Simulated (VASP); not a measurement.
# Cs (P6_3/mmc) in VASP: further runs

Runs on Cs. Level: PBEsol. Tasks: single point, relaxation of cell and atoms.

Program: VASP 6.6.1. These are calculated values, not measurements. Logs are shortened: lines on timing, memory, paths and dates and some standing lists are left out, and cuts for length are marked.

### 1 The cell of the first run

Symmetry: P6_3/mmc, No. 194, hexagonal system. Conventional cell: a = 3.809 Å, b = 3.809 Å, c = 6.355 Å, α = 90.00°, β = 90.00°, γ = 120.00°. Within 5.0 Å of Cs (site symmetry -6m2) lie 12 Cs at 3.81 to 3.86 Å.

This isn't the form of Cs at room conditions, which is bcc.

### 2 Single point, PBEsol

Contents of INCAR:

```
SYSTEM = Cs
PREC = Accurate
ENCUT = 520
EDIFF = 1E-6
ISMEAR = -1
SIGMA = 0.05
LREAL = .FALSE.
LASPH = .TRUE.
NELM = 60
ALGO = Normal
ISIF = 2
LWAVE = .FALSE.
LCHARG = .FALSE.
GGA = PS
NBANDS = 16
```

Contents of KPOINTS:

```
regular mesh
0
G
  6 6 3
  0 0 0
```

Contents of POSCAR:

```
Cs
1.0
    3.8087285367      0.0000000000      0.0000000000
   -1.9043642683      3.2984556689      0.0000000000
    0.0000000000      0.0000000000      6.3549923491
Cs
2
Direct
    0.6666666667      0.3333333333      0.7500000000
    0.3333333333      0.6666666667      0.2500000000
```

Potentials or basis: VASP PAW PBE potentials, release 64 (Cs_sv).

On the command line:

```bash
> cat potpaw_PBE.64/Cs_sv/POTCAR > POTCAR
> mpirun -np 1 vasp_std > vasp.out
```

OUTCAR:

```text
SYSTEM = Cs
   PREC = Accurate
   ENCUT = 520
   EDIFF = 1E-6
   ISMEAR = -1
   LREAL = .FALSE.
   LASPH = .TRUE.
   NELM = 60
   ISIF = 2
   GGA = PS

 ion  position               nearest neighbor table
   1  0.667  0.333  0.750-
   2  0.333  0.667  0.250-

  LATTYP: Found a hexagonal cell.
 ALAT       =     3.8087285367
 C/A-ratio  =     1.6685338133

  Lattice vectors:

 A1 = (   3.8087285367,   0.0000000000,   0.0000000000)
 A2 = (  -1.9043642683,   3.2984556689,   0.0000000000)
 A3 = (   0.0000000000,   0.0000000000,   6.3549923491)

Analysis of symmetry for initial positions (statically):
=====================================================================
 Subroutine PRICEL returns:
 Original cell was already a primitive cell.

 Routine SETGRP: Setting up the symmetry group for a
 hexagonal supercell.

 Subroutine GETGRP returns: Found 24 space group operations
 (whereof 12 operations were pure point group operations)
 out of a pool of 24 trial point group operations.

The static configuration has the point symmetry D_3d.
 The point group associated with its full space group is D_6h.

Analysis of symmetry for dynamics (positions and initial velocities):
=====================================================================
 Subroutine PRICEL returns:
 Original cell was already a primitive cell.

 Routine SETGRP: Setting up the symmetry group for a
 hexagonal supercell.

 Subroutine GETGRP returns: Found 24 space group operations
 (whereof 12 operations were pure point group operations)
 out of a pool of 24 trial point group operations.

The dynamic configuration has the point symmetry D_3d.
 The point group associated with its full space group is D_6h.

 Subroutine INISYM returns: Found 24 space group operations
 (whereof 12 operations are pure point group operations),
 and found     1 'primitive' translations

----------------------------------------------------------------------------------------

                                     Primitive cell

  volume of cell :      79.8373

  direct lattice vectors                    reciprocal lattice vectors
     3.808728537  0.000000000  0.000000000     0.262554811  0.151586091  0.000000000
    -1.904364268  3.298455669  0.000000000     0.000000000  0.303172181  0.000000000
     0.000000000  0.000000000  6.354992349     0.000000000  0.000000000  0.157356602

  length of vectors
[... 67 lines left out ...]
   LSORBIT =      F    spin-orbit coupling
   LASPH  =      T    aspherical Exc in radial PAW
   ENCUT  =  520.0 eV  38.22 Ry    6.18 a.u.   7.08  7.08 11.82*2*pi/ulx,y,z
   NELM   =     60;   NELMIN=  2; NELMDL= -5     # of ELM steps
   EDIFF  = 0.1E-05   stopping-criterion for ELM
   LREAL  =      F    real-space projection
   EDIFFG = 0.1E-04   stopping-criterion for IOM
   NSW    =      0    number of steps for IOM
   IBRION =     -1    ionic relax: 0-MD 1-quasi-New 2-CG
   NFREE  =      0    steps in history (QN), initial steepest desc. (CG)
   ISIF   =      2    stress and relaxation
   ISYM   =      2    0-nonsym 1-usesym 2-fastsym
   POTIM  = 0.5000    time-step for ionic-motion
   TEBEG  =    0.0;   TEEND  =   0.0 temperature during run
   PSTRESS=    0.0 pullay stress
   NELECT =      18.0000    total number of electrons
   NUPDOWN=      -1.0000    fix difference up-down
   EMIN   =  10.00;   EMAX   =-10.00  energy-range for DOS
   EFERMI =   0.00;   METHOD = LEGACY
   ISMEAR =    -1;   SIGMA  =   0.05  broadening in eV -4-tet -1-fermi 0-gaus
   EFERMI_NEDOS =   21; number of points for ismear=-14 and -15
   IALGO  =     38    algorithm
   IMIX   =      4    mixing-type and parameters
     AMIX     =   0.40;   BMIX     =  1.00
     AMIX_MAG =   1.60;   BMIX_MAG =  1.00
  volume/ion in A,a.u.               =      39.92       269.38
  Fermi-wavevector in a.u.,A,eV,Ry     =   0.996392  1.882909 13.507836  0.992798
  Thomas-Fermi vector in A             =   2.128478
   LORBIT       =      0    0 simple, 1 ext, 2 COOP (PROOUT), +10 PAW based schemes
   GGA     = PS    functional components
   LHFCALC =     F    Hartree Fock is set to
   AEXX    =    0.0000 exact exchange contribution
   IVDW    =     0    specifies the selected vdW correction
   LEPSILON=     F    determine dielectric tensor
   LRPA    =     F    only Hartree local field effects (RPA)
 non-spin polarized calculation
  energy-cutoff  :      520.00
  volume of cell :       79.84
 maximum number of plane-waves:      2181
   NGX = 15   NGY = 15   NGZ = 23

 number of electron      17.9999999 magnetization

 Free energy of the ion-electron system (eV)
  ---------------------------------------------------
  ext. energy  EPLUGINS =         0.00000000
  ---------------------------------------------------
  free energy    TOTEN  =        -0.34314222 eV

  energy without entropy =       -0.32705909  energy(sigma->0) =       -0.33510065

 E-fermi :   4.6932     XC(G=0):  -9.1514

 val. band max:        4.6639773286   @ k =   0.3333  -0.0000   0.3333
 cond. band min:       4.7688561691   @ k =   0.5000  -0.0000   0.0000
 fundamental gap:      0.1048788405
 Fermi energy:         4.6931947987

 k-point     1 :       0.0000    0.0000    0.0000
  band No.  band energies     occupation
      1     -19.5323      2.00000
      2     -19.1125      2.00000
      3      -7.4850      2.00000
      4      -5.1655      2.00000
      5      -5.1655      2.00000
      6      -4.9426      2.00000
[... 243 lines left out ...]
      3      -6.9243      2.00000
      4      -6.9243      2.00000
      5      -6.7675      2.00000
      6      -6.3808      2.00000
[... 8 lines left out ...]
     15       8.6942      0.00000
     16       9.2157      0.00000

------------------------ aborting loop because EDIFF is reached ----------------------------------------

  FORCE on cell =-STRESS in cart. coord.  units (eV):
  Direction    XX          YY          ZZ          XY          YZ          ZX
  --------------------------------------------------------------------------------------
  -------------------------------------------------------------------------------------
  Total        2.5640030      2.5640030      2.5634080      0.0000000      0.0000000      0.0000000
  in kB       51.4545063     51.4545063     51.4425651      0.0000000      0.0000000      0.0000000
  external PRESSURE =      51.4505259 kB  Pullay stress =       0.0000000 kB

 VOLUME and BASIS-vectors are now :
 -----------------------------------------------------------------------------
  energy-cutoff  :      520.00
  volume of cell :       79.84
      direct lattice vectors                 reciprocal lattice vectors
     3.808728537  0.000000000  0.000000000     0.262554811  0.151586091  0.000000000
    -1.904364268  3.298455669  0.000000000     0.000000000  0.303172181  0.000000000
     0.000000000  0.000000000  6.354992349     0.000000000  0.000000000  0.157356602

 POSITION                                       TOTAL-FORCE (eV/Angst)
 -----------------------------------------------------------------------------------
      1.90436      1.09949      4.76624        -0.000000     -0.000000      0.000000
     -0.00000      2.19897      1.58875         0.000000      0.000000      0.000000
 -----------------------------------------------------------------------------------
    total drift:                                0.000000     -0.000000      0.000000

  FREE ENERGIE OF THE ION-ELECTRON SYSTEM (eV)
  ---------------------------------------------------
  free  energy   TOTEN  =        -0.3431422164 eV

  energy  without entropy=       -0.3270590881  energy(sigma->0) =       -0.33510065
```

OSZICAR:

```text
N       E                     dE             d eps       ncg     rms          rms(c)
DAV:   1     0.118489011132E+03    0.11849E+03   -0.76498E+03   448   0.954E+02
DAV:   2     0.764577037582E+01   -0.11084E+03   -0.10622E+03   632   0.172E+02
DAV:   3    -0.411382306183E+00   -0.80572E+01   -0.80190E+01   592   0.520E+01
DAV:   4    -0.474621361217E+00   -0.63239E-01   -0.63236E-01   496   0.521E+00
DAV:   5    -0.474912437666E+00   -0.29108E-03   -0.29107E-03   616   0.368E-01    0.134E+00
DAV:   6    -0.374989825207E+00    0.99923E-01   -0.90403E-02   464   0.151E+00    0.639E-01
DAV:   7    -0.343636329458E+00    0.31353E-01   -0.81753E-02   480   0.143E+00    0.181E-01
DAV:   8    -0.343174895680E+00    0.46143E-03   -0.17368E-03   584   0.229E-01    0.260E-02
DAV:   9    -0.343151238942E+00    0.23657E-04   -0.65052E-05   512   0.445E-02    0.983E-03
DAV:  10    -0.343141899963E+00    0.93390E-05   -0.29054E-06   584   0.110E-02    0.180E-03
DAV:  11    -0.343142216375E+00   -0.31641E-06   -0.26554E-07   328   0.295E-03
   1 F= -.34314222E+00 E0= -.33510065E+00  d E =-.160831E-01
```

Run time: 5.6 s. Hardware: 1 thread of Intel Xeon 6975P-C (Granite Rapids), shared host; peak memory 0.18 GiB.

What came out:

```yaml
Free_energy: -0.3431 eV
Pressure: 5.1 GPa
Band_gap_on_the_k_mesh: zero (bands 9 and 10 overlap by 0.82 eV)
```

Caveat: the cell stands under pressure; the PAW data sets were made with another functional, which shifts forces and pressure a little; spin-orbit coupling is left out, which moves the levels of the heavy elements.

### 3 Single point, PBEsol

This run uses another cell than the first one, of 65.37 Å³/atom.

Contents of INCAR:

```
PREC = Accurate
ENCUT = 520
EDIFF = 1E-6
ISMEAR = -1
SIGMA = 0.05
LREAL = F
LASPH = T
NELM = 60
ALGO = Fast
ISIF = 2
LWAVE = F
LCHARG = F
GGA = PS
NBANDS = 16
```

Contents of KPOINTS:

```
Automatic mesh
0
Gamma
  6 6 3
```

Contents of POSCAR:

```
Cs
1.0
    4.5282720411      0.0000000000      0.0000000000
   -2.2641360205      3.9215986228      0.0000000000
    0.0000000000      0.0000000000      7.3623442969
Cs
2
Direct
    0.6666666667      0.3333333333      0.7500000000
    0.3333333333      0.6666666667      0.2500000000
```

Potentials or basis: VASP PAW PBE potentials, release 64 (Cs_sv).

On the command line:

```bash
> cat potpaw_PBE.64/Cs_sv/POTCAR > POTCAR
> mpirun -np 1 vasp_std > vasp.out
```

Wall time 11 s (1 thread of Intel Xeon 6975P-C (Granite Rapids), shared host); peak memory 0.24 GiB.

Results (log left out):

| Quantity | Value |
| --- | --- |
| Free energy | -1.4503 eV |
| Pressure | 2.0 GPa |
| Band gap on the k mesh | zero (bands 9 and 10 overlap by 1.27 eV) |

Stress tensor (GPa, compression positive):
```
1.96 0.00 0.00
0.00 1.96 0.00
0.00 0.00 2.04
```

Levels at points of the mesh, in eV from the Fermi level:
```
           k point  band 6  band 7  band 8  band 9  band 10  band 11  band 12  band 13
(0.00, 0.00, 0.00)  -10.18  -10.18  -10.17   -2.20    -0.35     1.83     2.59     2.59
(0.50, 0.00, 0.00)  -10.46  -10.36  -10.28   -0.05     0.09     0.32     1.39     2.21
```

Caveat: the PAW data sets were made with another functional, which shifts forces and pressure a little; spin-orbit coupling is left out, which moves the levels of the heavy elements.

### 4 Single point, PBEsol

This run uses another cell than the first one, of 109.90 Å³/atom.

Contents of INCAR:

```
SYSTEM = Cs
  PREC = Accurate
  ENCUT = 520
  EDIFF = 1E-6
  ISMEAR = -1
  SIGMA = 0.05
  LREAL = .FALSE.
  LASPH = .TRUE.
  NELM = 100
  ALGO = Fast
  ISIF = 2
  LWAVE = .FALSE.
  LCHARG = .TRUE.
  GGA = PS
  LELF = .TRUE.
  LVHAR = .TRUE.
  NBANDS = 16
```

Contents of KPOINTS:

```
regular mesh
0
G
  6 6 3
  0 0 0
```

Contents of POSCAR:

```
Cs
1.0
    5.4077718387      0.0000000000      0.0000000000
   -2.7038859194      4.6832677902      0.0000000000
    0.0000000000      0.0000000000      8.6791752331
Cs
2
Direct
    0.6666666667      0.3333333333      0.7500000000
    0.3333333333      0.6666666667      0.2500000000
```

On the command line:

```bash
> cat potpaw_PBE.64/Cs_sv/POTCAR > POTCAR
> mpirun -np 1 vasp_std > vasp.out
```

Run time: 21 s. Hardware: 1 thread of Intel Xeon 6975P-C (Granite Rapids), shared host; peak memory 0.31 GiB.

It converged, with:

```yaml
Free_energy: -1.8769 eV
Pressure: 0.0 GPa
Band_gap_on_the_k_mesh: zero (bands 9 and 10 overlap by 1.36 eV)
```

Levels at points of the mesh, in eV from the Fermi level:
| k point | band 6 | band 7 | band 8 | band 9 | band 10 | band 11 | band 12 | band 13 |
| --- | --- | --- | --- | --- | --- | --- | --- | --- |
| (0.00, 0.00, 0.00) | -10.52 | -10.52 | -10.51 | -1.72 | -0.02 | 0.87 | 2.40 | 2.41 |
| (0.50, 0.00, 0.00) | -10.58 | -10.55 | -10.54 | -0.03 | 0.34 | 0.79 | 0.96 | 1.72 |

Caveat: the PAW data sets were made with another functional, which shifts forces and pressure a little; spin-orbit coupling is left out, which moves the levels of the heavy elements.

### 5 Relaxation of cell and atoms, PBEsol

This run uses another cell than the first one, of 124.22 Å³/atom.

Contents of INCAR:

```
  PREC = Accurate
  ENCUT = 600
  EDIFF = 1E-7
  ISMEAR = -1
  SIGMA = 0.05
  LREAL = F
  LASPH = T
  NELM = 100
  ALGO = Normal
  ISIF = 3
  LWAVE = F
  LCHARG = F
  GGA = PS
  IBRION = 2
  NSW = 60
  EDIFFG = -0.01
```

Contents of KPOINTS:

```
regular mesh
0
Gamma
  6 6 3
```

Contents of POSCAR:

```
Cs
1.0
    5.5663060538      0.0000000000      0.0000000000
   -2.7831530269      4.8205624479      0.0000000000
    0.0000000000      0.0000000000      9.2584789600
Cs
2
Direct
    0.6666666667      0.3333333333      0.7500000000
    0.3333333333      0.6666666667      0.2500000000
```

On the command line:

```bash
> cat potpaw_PBE.64/Cs_sv/POTCAR > POTCAR
> mpirun -np 1 vasp_std > vasp.out
```

Run time: 2.5 min. Hardware: 1 thread of Intel Xeon 6975P-C (Granite Rapids), shared host; peak memory 0.46 GiB.

The run converged. Its results:

- Free energy: -1.8775 eV
- Relaxed volume: 110.12 Å³/atom
- Relaxed cell: a = 5.399 Å, b = 5.399 Å, c = 8.723 Å, α = 90.00°, β = 90.00°, γ = 120.00°
- Space group after relaxing (to 0.1 Å): P6_3/mmc (No. 194)
- Energy gained by relaxing: 10.3 meV/atom
- Ionic steps: 7
- Pressure after relaxing: 0.0 GPa
- Band gap on the k mesh: zero (bands 9 and 10 overlap by 1.38 eV)

Step by step:
```csv
step,energy change (eV),largest force (eV/Å),pressure (GPa),volume (Å³)
1,0.0000,0.0000,-0.20,248.43
2,-0.0066,0.0000,-0.17,242.88
3,-0.0188,0.0000,-0.05,226.71
4,-0.0201,0.0000,0.01,219.40
5,-0.0201,0.0000,0.00,219.96
6,-0.0202,0.0000,0.01,220.03
7,-0.0205,0.0000,0.00,220.23
```

Final structure:
```xyz
2
Lattice="5.3992 0.0000 0.0000 -2.6996 4.6759 0.0000 0.0000 0.0000 8.7235" Properties=species:S:1:pos:R:3 pbc="T T T"
Cs    2.6996    1.5586    6.5426
Cs    0.0000    3.1172    2.1809
```

Levels at points of the mesh, in eV from the Fermi level:
```tsv
k point	band 7	band 8	band 9	band 10	band 11	band 12
(0.00, 0.00, 0.00)	-10.52	-10.52	-1.72	-0.03	0.85	2.41
(0.50, 0.00, 0.00)	-10.56	-10.54	-0.02	0.35	0.78	0.97
```

Caveat: the PAW data sets were made with another functional, which shifts forces and pressure a little; spin-orbit coupling is left out, which moves the levels of the heavy elements.

### 6 Summary

| task | cell | cutoff (eV) | gap on the mesh (eV) | pressure (GPa) |
| --- | --- | --- | --- | --- |
| single point | a = 3.809, b = 3.809, c = 6.355 Å, angles 90.0, 90.0, 120.0°, 2 atoms | 520 | none | 5.1 |
| single point | a = 4.528, b = 4.528, c = 7.362 Å, angles 90.0, 90.0, 120.0°, 2 atoms | 520 | none | 2.0 |
| single point | a = 5.408, b = 5.408, c = 8.679 Å, angles 90.0, 90.0, 120.0°, 2 atoms | 520 | none | 0.0 |
| relaxation of cell and atoms | relaxed from a = 5.566, b = 5.566, c = 9.258 Å, angles 90.0, 90.0, 120.0°, 2 atoms | 600 | none | 0.0 |

Alike in all rows: level PBEsol; potentials or basis VASP PAW PBE potentials, release 64 (Cs_sv); no spin polarisation; k mesh 6 × 6 × 3; smearing fermi-dirac 0.05 eV.

Caveats: the PAW data sets were made with another functional, which shifts forces and pressure a little; spin-orbit coupling is left out, which moves the levels of the heavy elements; the cell stands under pressure (at least some runs).

Absolute energies hang on the potentials; compare differences alone.
